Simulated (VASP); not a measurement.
Write the native input for VASP 6.6.1 that does the following.

```
Task                   : single point
Functional             : PBE
Potentials or basis    : VASP PAW PBE potentials, release 64 (Ba_sv, Hf_pv, O)
Cutoff                 : 520 eV
k mesh                 : 4 × 4 × 4
Occupations            : gaussian, width 0.01 eV
Spin                   : no spin polarisation
Dipole correction      : no
Further INCAR settings : ALGO = Normal; EDIFF = 1e-06; NBANDS = 27
```

The structure of BaHfO3 lies in POSCAR:

```
BaHfO3
1.0
    4.1770517754      0.0000000000      0.0000000000
    0.0000000000      4.1770517754      0.0000000000
    0.0000000000      0.0000000000      4.1770487585
Ba Hf O
1 1 3
Direct
    0.5000000000      0.5000000000      0.9979971537
    0.0000000000      0.0000000000      0.4979944541
    0.0000000000      0.5000000000      0.4980131360
    0.5000000000      0.0000000000      0.4980131360
    0.0000000000      0.0000000000      0.9980039101
```

The input as run:

INCAR

```
SYSTEM = BaHfO3
  PREC = Accurate
  ENCUT = 520
  EDIFF = 1E-6
  ISMEAR = 0
  SIGMA = 0.01
  LREAL = .False.
  LASPH = .True.
  NELM = 100
  ALGO = Normal
  ISIF = 2
  LWAVE = .False.
  LCHARG = .False.
  GGA = PE
  NBANDS = 27
```

KPOINTS

```
regular mesh
0
Gamma
  4 4 4
  0 0 0
```

Potentials or basis: VASP PAW PBE potentials, release 64 (Ba_sv, Hf_pv, O).

Command:

```console
$ cat potpaw_PBE.64/Ba_sv/POTCAR potpaw_PBE.64/Hf_pv/POTCAR potpaw_PBE.64/O/POTCAR > POTCAR
$ mpirun -np 1 vasp_std > vasp.out
```

It gave:

| Item | Value |
| --- | --- |
| Pressure | 2.9 GPa |
| Band gap on the k mesh | 3.57 eV, indirect (least direct gap 3.79 eV) |

Caveat: spin-orbit coupling is left out, which moves the levels of the heavy elements.

It took 26 s on 1 thread of Intel Xeon 6975P-C, with other jobs on the host, peak memory 0.19 GiB.
